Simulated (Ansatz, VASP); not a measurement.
Given: the input of a run of Ansatz 0.2.0 on MgO.

Contents of input.yaml:

```yaml
crystal:
  lattice:
    - [0.0, 2.0970013927, 2.0970013927]
    - [2.0970013927, 0.0, 2.0970013927]
    - [2.0970013927, 2.0970013927, 0.0]
  atoms:
    - { symbol: Mg, position: [0.0, 0.0, 0.0] }
    - { symbol: O, position: [0.5, 0.5, 0.5] }
hamiltonian:
  xc: pbe
  pseudopotentials: { kind: paw }
kpoints:
  mp_grid: { grid: [11, 11, 11] }
scf:
  occupations: { method: gaussian, width: 0.025 }
output:
  forces: true
  stress: true
  eigenvalues: true
```

Potentials or basis: Ansatz PAW.

The run is started by

```console
$ ansatz run input.yaml --threads 2 --pin off --max-ram 5632MiB --backend cpu --events-out ev --progress --plain --runs-dir out
```

**Question.** Set up the same calculation for VASP 6.6.1. Potentials there: VASP PAW PBE potentials, release 64 (Mg, O).

**Answer.** As run (the cutoff follows the program's own potentials):

Contents of INCAR:

```
SYSTEM = MgO
ALGO = Normal
EDIFF = 1E-6
ENCUT = 520
GGA = PE
ISIF = 2
ISMEAR = 0
LASPH = .True.
LCHARG = .False.
LREAL = .False.
LWAVE = .False.
NBANDS = 11
NELM = 60
PREC = Accurate
SIGMA = 0.025
```

KPOINTS

```
k-points
0
Gamma
  11 11 11
  0 0 0
```

POSCAR

```
MgO
1.0
    0.0000000000      2.0970013927      2.0970013927
    2.0970013927      0.0000000000      2.0970013927
    2.0970013927      2.0970013927      0.0000000000
Mg O
1 1
Direct
    0.0000000000      0.0000000000      0.0000000000
    0.5000000000      0.5000000000      0.5000000000
```

Potentials or basis: VASP PAW PBE potentials, release 64 (Mg, O).

Run with:

```sh
$ cat potpaw_PBE.64/Mg/POTCAR potpaw_PBE.64/O/POTCAR > POTCAR
$ mpirun -np 1 vasp_std > vasp.out
```

Both were run:

|  | VASP | Ansatz | Ansatz less VASP |
| --- | --- | --- | --- |
| gap on the k mesh at the Fermi level (eV) | 4.85 | 4.87 | +0.016 |
| least direct gap on the mesh (eV) | 4.85 | 4.87 | +0.016 |
| pressure (GPa) | 6.2 | 6.9 | +0.73 |

VASP's potentials hold 8 valence electrons a cell and Ansatz's 16, so a difference there can come from the potentials and not from the codes.

Noted on Ansatz's run: odd divisions of the mesh miss points on the zone boundary, where band edges often lie, so the gap on the mesh can be too wide.
